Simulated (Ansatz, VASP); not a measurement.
## Two plane-wave programs on CdTe

The input INCAR:

```
SYSTEM = CdTe
PREC     = Accurate       ! precision mode
ENCUT    = 520            ! plane-wave cutoff, eV
EDIFF    = 1E-6           ! SCF threshold, eV
ISMEAR   = 0              ! smearing method
SIGMA    = 0.05           ! smearing width, eV
LREAL    = .FALSE.        ! projectors in reciprocal space
LASPH    = .TRUE.         ! aspherical terms in the spheres
NELM     = 100            ! most SCF steps
ALGO     = Normal         ! electronic algorithm
ISIF     = 2              ! what is computed and relaxed
LWAVE    = .FALSE.        ! write WAVECAR
LCHARG   = .FALSE.        ! write CHGCAR
GGA      = PE             ! functional
NBANDS   = 16             ! bands
```

KPOINTS

```
Automatic mesh
0
G
  8 8 8
  0 0 0
```

File POSCAR:

```
CdTe
1.0
    0.0000000000      3.3011500000      3.1088500000
    3.3011500000      0.0000000000      3.1088500000
    3.3011500000      3.3011500000      0.0000000000
Cd Te
1 1
Direct
    0.0000000000      0.0000000000      0.0000000000
    0.7500000000      0.7500000000      0.7500000000
```

Input for Ansatz:

```yaml
crystal:
  lattice:
    - [0.0, 3.30115, 3.10885]
    - [3.30115, 0.0, 3.10885]
    - [3.30115, 3.30115, 0.0]
  atoms:
    - { symbol: Cd, position: [0.0, 0.0, 0.0] }
    - { symbol: Te, position: [0.75, 0.75, 0.75] }
basis:
  ecutwfc: 420
kpoints:
  mp_grid: { grid: [8, 8, 8] }
hamiltonian:
  xc: pbe
scf:
  occupations: { method: gaussian, width: 0.05 }
output:
  forces: true
  stress: true
  eigenvalues: true
```

Change from the starting cell: strain +0.030 along x and y, -0.030 along z, atoms carried along.

Alike in both runs: task single point; functional PBE; k mesh 8 × 8 × 8; occupations gaussian, width 0.05 eV; no spin polarisation.

|  | VASP | Ansatz |
| --- | --- | --- |
| version | VASP 6.6.1 | Ansatz 0.2.0 |
| potentials or method | VASP PAW PBE potentials, release 64 (Cd, Te), cutoff 520 eV | scalar-relativistic, plane waves, PAW |
| valence electrons in the cell | 18 | 36 |

|  | VASP | Ansatz | Ansatz less VASP |
| --- | --- | --- | --- |
| gap on the k mesh at the Fermi level (eV) | 0.66 | 0.66 | 0.000 |
| least direct gap on the mesh (eV) | 0.66 | 0.66 | 0.000 |
| pressure (GPa) | 2.9 | 2.7 | -0.14 |
| traceless stress, the component that is largest in VASP (GPa) | 0.49 | 0.50 | +0.004 |

With one functional, cell and mesh, what is left measures potentials, basis and numerics. VASP's potentials hold 18 valence electrons a cell and Ansatz's 36, so a difference there can come from the potentials and not from the codes.

Neither program's run includes spin-orbit coupling.
